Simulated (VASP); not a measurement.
# Co (Fd-3m) in VASP: notebook

Runs on Co. Level: PBEsol. Tasks: single point, relaxation of cell and atoms.

Everything below comes from runs of VASP 6.6.1. Logs are shortened: lines on timing, memory, paths and dates and some standing lists are left out, and cuts for length are marked.

## Step 1: The cell of the first run

Symmetry: Fd-3m, No. 227, cubic system. The conventional cell has a = 4.975 Å, b = 4.975 Å, c = 4.975 Å, α = 90.00°, β = 90.00°, γ = 90.00°. Co (site symmetry -43m) has 4 Co at 2.15 Å within 2.9 Å.

This isn't the form of Co at room conditions, which is hcp.

## Step 2: Single point, PBEsol (15.39 Å³/atom)

The input, INCAR:

```
PREC = Accurate
ENCUT = 600
EDIFF = 1E-6
ISMEAR = -1
SIGMA = 0.1
LREAL = F
LASPH = T
NELM = 120
ALGO = Normal
ISIF = 2
LWAVE = F
LCHARG = F
GGA = PS
NBANDS = 16
GGA_COMPAT = F
```

The input, KPOINTS:

```
Automatic mesh
0
Gamma
  13 13 13
```

The input, POSCAR:

```
Co
1.0
    0.0000000000      2.4874203797      2.4874203797
    2.4874203797      0.0000000000      2.4874203797
    2.4874203797      2.4874203797      0.0000000000
Co
2
Direct
    0.1250000000      0.1250000000      0.1250000000
    0.8750000000      0.8750000000      0.8750000000
```

Potentials or basis: VASP PAW PBE potentials, release 64 (Co).

Launch:

```console
> cat potpaw_PBE.64/Co/POTCAR > POTCAR
> mpirun -np 1 vasp_std > vasp.out
```

OUTCAR:

```text
PREC = Accurate
   ENCUT = 600
   EDIFF = 1E-6
   ISMEAR = -1
   LREAL = F
   LASPH = T
   NELM = 120
   ISIF = 2
   GGA = PS

 ion  position               nearest neighbor table
   1  0.125  0.125  0.125-   2 2.15   2 2.15   2 2.15   2 2.15
   2  0.875  0.875  0.875-   1 2.15   1 2.15   1 2.15   1 2.15

  LATTYP: Found a face centered cubic cell.
 ALAT       =     4.9748407594

  Lattice vectors:

 A1 = (   0.0000000000,   2.4874203797,   2.4874203797)
 A2 = (   2.4874203797,   0.0000000000,   2.4874203797)
 A3 = (   2.4874203797,   2.4874203797,   0.0000000000)

Analysis of symmetry for initial positions (statically):
=====================================================================
 Subroutine PRICEL returns:
 Original cell was already a primitive cell.

 Routine SETGRP: Setting up the symmetry group for a
 face centered cubic supercell.

 Subroutine GETGRP returns: Found 48 space group operations
 (whereof 12 operations were pure point group operations)
 out of a pool of 48 trial point group operations.

The static configuration has the point symmetry D_3d.
 The point group associated with its full space group is O_h .

Analysis of symmetry for dynamics (positions and initial velocities):
=====================================================================
 Subroutine PRICEL returns:
 Original cell was already a primitive cell.

 Routine SETGRP: Setting up the symmetry group for a
 face centered cubic supercell.

 Subroutine GETGRP returns: Found 48 space group operations
 (whereof 12 operations were pure point group operations)
 out of a pool of 48 trial point group operations.

The dynamic configuration has the point symmetry D_3d.
 The point group associated with its full space group is O_h .

 Subroutine INISYM returns: Found 48 space group operations
 (whereof 12 operations are pure point group operations),
 and found     1 'primitive' translations

----------------------------------------------------------------------------------------

                                     Primitive cell

  volume of cell :      30.7806

  direct lattice vectors                    reciprocal lattice vectors
[... 75 lines left out ...]
   NGX,Y,Z   is equivalent  to a cutoff of  13.23, 13.23, 13.23 a.u.
   NGXF,Y,Z  is equivalent  to a cutoff of  26.47, 26.47, 26.47 a.u.
 SYSTEM =  unknown system
   PREC   = accura    normal or accurate (medium, high low for compatibility)
   ISTART =      0    job   : 0-new  1-cont  2-samecut
   ICHARG =      2    charge: 1-file 2-atom 10-const
   ISPIN  =      1    spin polarized calculation?
   LNONCOLLINEAR =      F non collinear calculations
   LSORBIT =      F    spin-orbit coupling
   LASPH  =      T    aspherical Exc in radial PAW
   ENCUT  =  600.0 eV  44.10 Ry    6.64 a.u.   7.03  7.03  7.03*2*pi/ulx,y,z
   NELM   =    120;   NELMIN=  2; NELMDL= -5     # of ELM steps
   EDIFF  = 0.1E-05   stopping-criterion for ELM
   LREAL  =      F    real-space projection
   EDIFFG = 0.1E-04   stopping-criterion for IOM
   NSW    =      0    number of steps for IOM
   IBRION =     -1    ionic relax: 0-MD 1-quasi-New 2-CG
   NFREE  =      0    steps in history (QN), initial steepest desc. (CG)
   ISIF   =      2    stress and relaxation
   ISYM   =      2    0-nonsym 1-usesym 2-fastsym
   POTIM  = 0.5000    time-step for ionic-motion
   TEBEG  =    0.0;   TEEND  =   0.0 temperature during run
   PSTRESS=    0.0 pullay stress
   NELECT =      18.0000    total number of electrons
   NUPDOWN=      -1.0000    fix difference up-down
   EMIN   =  10.00;   EMAX   =-10.00  energy-range for DOS
   EFERMI =   0.00;   METHOD = LEGACY
   ISMEAR =    -1;   SIGMA  =   0.10  broadening in eV -4-tet -1-fermi 0-gaus
   EFERMI_NEDOS =   21; number of points for ismear=-14 and -15
   IALGO  =     38    algorithm
   IMIX   =      4    mixing-type and parameters
     AMIX     =   0.40;   BMIX     =  1.00
     AMIX_MAG =   1.60;   BMIX_MAG =  1.00
  volume/ion in A,a.u.               =      15.39       103.86
  Fermi-wavevector in a.u.,A,eV,Ry     =   1.369010  2.587053 25.499864  1.874187
  Thomas-Fermi vector in A             =   2.494923
   LORBIT       =      0    0 simple, 1 ext, 2 COOP (PROOUT), +10 PAW based schemes
   GGA     = PS    functional components
   LHFCALC =     F    Hartree Fock is set to
   AEXX    =    0.0000 exact exchange contribution
   IVDW    =     0    specifies the selected vdW correction
   LEPSILON=     F    determine dielectric tensor
   LRPA    =     F    only Hartree local field effects (RPA)
 non-spin polarized calculation
  energy-cutoff  :      600.00
  volume of cell :       30.78
 maximum number of plane-waves:      1040
   NGX = 13   NGY = 13   NGZ = 13

 number of electron      18.0000007 magnetization

 Free energy of the ion-electron system (eV)
  ---------------------------------------------------
  ext. energy  EPLUGINS =         0.00000000
  ---------------------------------------------------
  free energy    TOTEN  =       -12.61301546 eV

  energy without entropy =      -12.46251086  energy(sigma->0) =      -12.53776316

 E-fermi :   5.7549     XC(G=0): -11.3569

 val. band max:        5.7397978297   @ k =   0.4615   0.3846   0.0769
 cond. band min:       5.7623276469   @ k =   0.4615   0.3077   0.0000
 fundamental gap:      0.0225298172
 Fermi energy:         5.7548977297

 k-point     1 :       0.0000    0.0000    0.0000
  band No.  band energies     occupation
      1      -0.9689      2.00000
      2       2.8927      2.00000
      3       2.8927      2.00000
      4       3.0165      2.00000
      5       3.0165      2.00000
      6       3.0165      2.00000
[... 433 lines left out ...]
      3       3.0100      2.00000
      4       3.0319      2.00000
      5       3.2893      2.00000
      6       3.5263      2.00000
[... 8 lines left out ...]
     15      16.8557      0.00000
     16      21.4507      0.00000

 [... further k-points ...]
[... 5 lines left out ...]
  --------------------------------------------------------------------------------------
  -------------------------------------------------------------------------------------
  Total       -2.0010056     -2.0010056     -2.0010056      0.0000000      0.0000000      0.0000000
  in kB     -104.1552882   -104.1552882   -104.1552882      0.0000000      0.0000000      0.0000000
  external PRESSURE =    -104.1552882 kB  Pullay stress =       0.0000000 kB

 VOLUME and BASIS-vectors are now :
 -----------------------------------------------------------------------------
  energy-cutoff  :      600.00
  volume of cell :       30.78
      direct lattice vectors                 reciprocal lattice vectors
     0.000000000  2.487420380  2.487420380    -0.201011459  0.201011459  0.201011459
     2.487420380  0.000000000  2.487420380     0.201011459 -0.201011459  0.201011459
     2.487420380  2.487420380  0.000000000     0.201011459  0.201011459 -0.201011459

 POSITION                                       TOTAL-FORCE (eV/Angst)
 -----------------------------------------------------------------------------------
      0.62186      0.62186      0.62186         0.000000      0.000000      0.000000
      4.35299      4.35299      4.35299        -0.000000     -0.000000     -0.000000
 -----------------------------------------------------------------------------------
    total drift:                                0.000000      0.000000     -0.000000

  FREE ENERGIE OF THE ION-ELECTRON SYSTEM (eV)
  ---------------------------------------------------
  free  energy   TOTEN  =       -12.6130154602 eV

  energy  without entropy=      -12.4625108586  energy(sigma->0) =      -12.53776316
```

stdout:

```text
POSCAR found type information on POSCAR Co
 POSCAR found :  1 types and       2 ions
 scaLAPACK will be used
 -----------------------------------------------------------------------------
|                                                                             |
|                                                                             |
|     You enforced a specific xc type in the INCAR file but a different       |
|     I HOPE YOU KNOW WHAT YOU ARE DOING!                                     |
|                                                                             |
 -----------------------------------------------------------------------------

 LDA part: xc-table for (Slater+PW92), standard interpolation
 POSCAR, INCAR and KPOINTS ok, starting setup
 FFT: planning ... GRIDC
 FFT: planning ... GRID_SOFT
 FFT: planning ... GRID
 WAVECAR not read
 entering main loop
```

It took 22 s on 1 thread of AMD EPYC 9R45 (Zen 5), shared host; peak memory 0.15 GiB.

What came out:

| Quantity | Value |
| --- | --- |
| Free energy | -12.6130 eV |
| Pressure | -10.4 GPa |
| Band gap on the k mesh | zero (bands 9 and 10 overlap by 0.78 eV) |

Caveat: the cell stands under tension; the PAW data sets were made with another functional, which shifts forces and pressure a little; the run has no spin polarisation, though such a crystal can be magnetic. Spin polarisation is off, so any magnetic state and its effect on volume and gap are missing.

## Step 3: Single point, PBEsol (15.96 Å³/atom)

This run uses another cell than the first one, of 15.96 Å³/atom.

The input, INCAR:

```
ALGO = Normal ; EDIFF = 1E-6
ENCUT = 600 ; GGA = PS
GGA_COMPAT = False ; ISIF = 2
ISMEAR = -1 ; LASPH = True
LCHARG = False ; LREAL = False
LWAVE = False ; NBANDS = 16
NELM = 120 ; PREC = Accurate
SIGMA = 0.1
```

The input, KPOINTS:

```
k-points
0
Gamma
  13 13 13
```

The input, POSCAR:

```
Co
1.0
    0.0000000000      2.5177577645      2.5177577645
    2.5177577645      0.0000000000      2.5177577645
    2.5177577645      2.5177577645      0.0000000000
Co
2
Direct
    0.1250000000      0.1250000000      0.1250000000
    0.8750000000      0.8750000000      0.8750000000
```

Potentials or basis: VASP PAW PBE potentials, release 64 (Co).

Launch:

```console
> cat potpaw_PBE.64/Co/POTCAR > POTCAR
> mpirun -np 1 vasp_std > vasp.out
```

OUTCAR:

```text
EDIFF = 1E-6
   ENCUT = 600
   GGA = PS
   ISIF = 2
   ISMEAR = -1
   LASPH = True
   LREAL = False
   NELM = 120
   PREC = Accurate

 ion  position               nearest neighbor table
   1  0.125  0.125  0.125-   2 2.18   2 2.18   2 2.18   2 2.18
   2  0.875  0.875  0.875-   1 2.18   1 2.18   1 2.18   1 2.18

  LATTYP: Found a face centered cubic cell.
 ALAT       =     5.0355155290

  Lattice vectors:

 A1 = (   0.0000000000,   2.5177577645,   2.5177577645)
[... 191 lines left out ...]
      5       2.7445      2.00000
      6       2.7445      2.00000
[... 433 lines left out ...]
      3       2.7438      2.00000
      4       2.7585      2.00000
      5       3.0205      2.00000
      6       3.2281      2.00000
[... 8 lines left out ...]
     15      16.2570      0.00000
     16      20.7202      0.00000

 [... further k-points ...]
[... 5 lines left out ...]
  --------------------------------------------------------------------------------------
  -------------------------------------------------------------------------------------
  Total       -2.7240013     -2.7240013     -2.7240013      0.0000000      0.0000000      0.0000000
  in kB     -136.7244099   -136.7244099   -136.7244099      0.0000000      0.0000000      0.0000000
  external PRESSURE =    -136.7244099 kB  Pullay stress =       0.0000000 kB

 VOLUME and BASIS-vectors are now :
 -----------------------------------------------------------------------------
  energy-cutoff  :      600.00
  volume of cell :       31.92
      direct lattice vectors                 reciprocal lattice vectors
     0.000000000  2.517757765  2.517757765    -0.198589398  0.198589398  0.198589398
     2.517757765  0.000000000  2.517757765     0.198589398 -0.198589398  0.198589398
     2.517757765  2.517757765  0.000000000     0.198589398  0.198589398 -0.198589398

 POSITION                                       TOTAL-FORCE (eV/Angst)
 -----------------------------------------------------------------------------------
      0.62944      0.62944      0.62944         0.000000      0.000000      0.000000
      4.40608      4.40608      4.40608        -0.000000     -0.000000     -0.000000
 -----------------------------------------------------------------------------------
    total drift:                                0.000000      0.000000     -0.000000

  FREE ENERGIE OF THE ION-ELECTRON SYSTEM (eV)
  ---------------------------------------------------
  free  energy   TOTEN  =       -12.5268638009 eV

  energy  without entropy=      -12.3682602557  energy(sigma->0) =      -12.44756203
```

stdout:

```text
POSCAR found type information on POSCAR Co
 POSCAR found :  1 types and       2 ions
 scaLAPACK will be used
 -----------------------------------------------------------------------------
|                                                                             |
|                                                                             |
|     You enforced a specific xc type in the INCAR file but a different       |
|     I HOPE YOU KNOW WHAT YOU ARE DOING!                                     |
|                                                                             |
 -----------------------------------------------------------------------------

 LDA part: xc-table for (Slater+PW92), standard interpolation
 POSCAR, INCAR and KPOINTS ok, starting setup
 FFT: planning ... GRIDC
 FFT: planning ... GRID_SOFT
 FFT: planning ... GRID
 WAVECAR not read
 entering main loop
```

Run time: 24 s. Hardware: 1 thread of AMD EPYC 9R45 (Zen 5), shared host; peak memory 0.15 GiB.

Results:

```
Free energy            : -12.5269 eV
Pressure               : -13.7 GPa
Band gap on the k mesh : zero (bands 9 and 10 overlap by 0.74 eV)
```

Levels at points of the mesh, in eV from the Fermi level:
```
           k point  band 6  band 7  band 8  band 9  band 10  band 11  band 12  band 13
(0.00, 0.00, 0.00)   -2.62   -0.94   -0.94   -0.94     0.27     0.27    12.58    12.58
```

Caveat: the cell stands under tension; the PAW data sets were made with another functional, which shifts forces and pressure a little; the run has no spin polarisation, though such a crystal can be magnetic.

## Step 4: Relaxation of cell and atoms, PBEsol

This run uses another cell than the first one, of 14.95 Å³/atom.

The input, INCAR:

```
SYSTEM = Co
PREC = Accurate
ENCUT = 600
EDIFF = 1E-7
ISMEAR = -1
SIGMA = 0.1
LREAL = .FALSE.
LASPH = .TRUE.
NELM = 120
ALGO = Normal
ISIF = 3
LWAVE = .FALSE.
LCHARG = .FALSE.
GGA = PS
IBRION = 2
NSW = 80
EDIFFG = -0.01
GGA_COMPAT = .FALSE.
NELMIN = 4
```

The input, KPOINTS:

```
Automatic mesh
0
G
  11 11 11
  0 0 0
```

The input, POSCAR:

```
Co
1.0
    0.0000000000      2.4634331982      2.4634331982
    2.4634331982      0.0000000000      2.4634331982
    2.4634331982      2.4634331982      0.0000000000
Co
2
Direct
    0.1250000000      0.1250000000      0.1250000000
    0.8750000000      0.8750000000      0.8750000000
```

Launch:

```console
> cat potpaw_PBE.64/Co/POTCAR > POTCAR
> mpirun -np 1 vasp_std > vasp.out
```

It took 32 s on 1 thread of AMD EPYC 9R45 (Zen 5), shared host; peak memory 0.15 GiB.

Results (log left out):

```
Free energy                           : -12.7055 eV
Relaxed volume                        : 14.10 Å³/atom
Relaxed cell                          : a = 3.416 Å, b = 3.416 Å, c = 3.416 Å, α = 60.00°, β = 60.00°, γ = 60.00°
Space group after relaxing (to 0.1 Å) : Fd-3m (No. 227)
Energy gained by relaxing             : 21.2 meV/atom
Ionic steps                           : 3
Pressure after relaxing               : 0.0 GPa
Band gap on the k mesh                : zero (bands 9 and 10 overlap by 0.74 eV)
```

Step by step:
| step | energy change (eV) | largest force (eV/Å) | pressure (GPa) | volume (Å³) |
| --- | --- | --- | --- | --- |
| 1 | 0.0000 | 0.0000 | -7.50 | 29.90 |
| 2 | -0.0163 | 0.0000 | 7.18 | 26.97 |
| 3 | -0.0424 | 0.0000 | -0.01 | 28.20 |

Final structure:
```
Co
1.0
     0.00000    2.41575    2.41575
     2.41575    0.00000    2.41575
     2.41575    2.41575    0.00000
Co
2
Direct
  0.12500 0.12500 0.12500
  0.87500 0.87500 0.87500
```

Levels at points of the mesh, in eV from the Fermi level:
```
           k point  band 5  band 6  band 7  band 8  band 9  band 10  band 11  band 12  band 13
(0.00, 0.00, 0.00)   -3.06   -3.06   -1.13   -1.13   -1.13     0.33     0.33    13.79    13.79
```

Caveat: the PAW data sets were made with another functional, which shifts forces and pressure a little; the run has no spin polarisation, though such a crystal can be magnetic.

## Step 5: Single point, PBEsol

This run uses another cell than the first one, of 14.25 Å³/atom.

The input, INCAR:

```
SYSTEM = Co
ALGO = Normal
EDIFF = 1E-6
ENCUT = 600
GGA = PS
GGA_COMPAT = .False.
ISIF = 2
ISMEAR = -1
LASPH = .True.
LCHARG = .False.
LREAL = .False.
LWAVE = .False.
NBANDS = 16
NELM = 120
PREC = Accurate
SIGMA = 0.1
```

The input, KPOINTS:

```
k-points
0
Gamma
  18 18 18
  0 0 0
```

The input, POSCAR:

```
Co
1.0
    0.0000000000      2.4244204375      2.4244204375
    2.4244204375      0.0000000000      2.4244204375
    2.4244204375      2.4244204375      0.0000000000
Co
2
Direct
    0.1250000000      0.1250000000      0.1250000000
    0.8750000000      0.8750000000      0.8750000000
```

Launch:

```console
> cat potpaw_PBE.64/Co/POTCAR > POTCAR
> mpirun -np 1 vasp_std > vasp.out
```

It took 49 s on 1 thread of AMD EPYC 9R45 (Zen 5), shared host; peak memory 0.19 GiB.

It converged, with:

* Free energy: -12.7035 eV
* Pressure: -1.5 GPa
* Band gap on the k mesh: zero (bands 9 and 10 overlap by 0.83 eV)

Levels at points of the mesh, in eV from the Fermi level:
```tsv
k point	band 6	band 7	band 8	band 9	band 10	band 11	band 12	band 13
(0.00, 0.00, 0.00)	-3.01	-1.11	-1.11	-1.11	0.33	0.33	13.69	13.69
(0.50, 0.00, 0.00)	-3.02	-1.60	-0.61	-0.61	0.10	0.10	1.56	10.04
(0.50, 0.50, 0.00)	-2.07	-1.40	-1.40	0.28	0.28	1.94	1.94	4.99
```

Caveat: the PAW data sets were made with another functional, which shifts forces and pressure a little; the run has no spin polarisation, though such a crystal can be magnetic. Spin polarisation is off, so any magnetic state and its effect on volume and gap are missing.

## Step 6: Overview

```tsv
task	cell	k mesh	gap on the mesh (eV)	pressure (GPa)
single point	a = 3.518 Å, angles 60.0°, 2 atoms	13 × 13 × 13	none	-10.4
single point	a = 3.561 Å, angles 60.0°, 2 atoms	13 × 13 × 13	none	-13.7
relaxation of cell and atoms	relaxed from a = 3.484 Å, angles 60.0°, 2 atoms	11 × 11 × 11	none	0.0
single point	a = 3.429 Å, angles 60.0°, 2 atoms	18 × 18 × 18	none	-1.5
```

Alike in all rows: level PBEsol; potentials or basis VASP PAW PBE potentials, release 64 (Co); no spin polarisation; cutoff (eV) 600; smearing fermi-dirac 0.1 eV.

Caveats: the PAW data sets were made with another functional, which shifts forces and pressure a little; the run has no spin polarisation, though such a crystal can be magnetic; the cell stands under tension (at least some runs).

Absolute energies hang on the potentials; compare differences alone.

The gap in the log of VASP goes by the Fermi energy; the results here count the filled bands.